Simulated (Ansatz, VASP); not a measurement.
# Sn in VASP and in Ansatz

Contents of INCAR:

```
SYSTEM = Sn
PREC = Accurate ; ENCUT = 600
EDIFF = 1E-6 ; ISMEAR = -1
SIGMA = 0.05 ; LREAL = .False.
LASPH = .True. ; NELM = 80
ALGO = Normal ; ISIF = 3
LWAVE = .False. ; LCHARG = .False.
GGA = PE ; IBRION = 2
NSW = 60 ; EDIFFG = -0.01
```

The input KPOINTS:

```
regular mesh
0
Gamma
  9 9 9
  0 0 0
```

Contents of POSCAR:

```
Sn
1.0
   -2.9401404553      2.9401404553      1.5993019889
    2.9401404553     -2.9401404553      1.5993019889
    2.9401404553      2.9401404553     -1.5993019889
Sn
2
Direct
    0.0000000000      0.0000000000      0.0000000000
    0.7500000000      0.2500000000      0.5000000000
```

Contents of input.yaml:

```yaml
crystal:
  lattice:
    - [-2.9401404553, 2.9401404553, 1.5993019889]
    - [2.9401404553, -2.9401404553, 1.5993019889]
    - [2.9401404553, 2.9401404553, -1.5993019889]
  atoms:
    - { symbol: Sn, position: [0.0, 0.0, 0.0] }
    - { symbol: Sn, position: [0.75, 0.25, 0.5] }
hamiltonian:
  xc: pbe
  pseudopotentials: { kind: paw }
kpoints:
  mp_grid: { grid: [9, 9, 9] }
scf:
  occupations: { method: fermi_dirac, width: 0.05 }
output:
  forces: true
  stress: true
  eigenvalues: true
relax:
  f_tol: 0.01
  max_steps: 40
  cell: { stress_tol: 0.05 }
```

Alike in both runs: task relaxation of cell and atoms; functional PBE; k mesh 9 × 9 × 9; occupations fermi-dirac, width 0.05 eV; no spin polarisation.

|  | VASP | Ansatz |
| --- | --- | --- |
| version | VASP 6.6.1 | Ansatz 0.2.0 |
| potentials or method | VASP PAW PBE potentials, release 64 (Sn_d) | Ansatz PAW |
| plane-wave cutoff (eV) | 600 | 420 |
| valence electrons in the cell | 28 | 28 |

Ansatz gave:

* gap on the k mesh at the Fermi level, each at its own relaxed structure (eV): none
* relaxed volume (Å³/atom): 28.43
* relaxed cell length with the largest relative difference (Å): 4.500

Question: Which values does VASP return?

Answer: gap on the k mesh at the Fermi level, each at its own relaxed structure (eV): none; relaxed volume (Å³/atom): 28.40; relaxed cell length with the largest relative difference (Å): 4.498.

A gap of «none» marks a metal or a gap that the smearing closes.

Noted on Ansatz's run: the plane-wave basis is chosen anew once the cell has moved, so the energies of steps on either side of that aren't comparable.
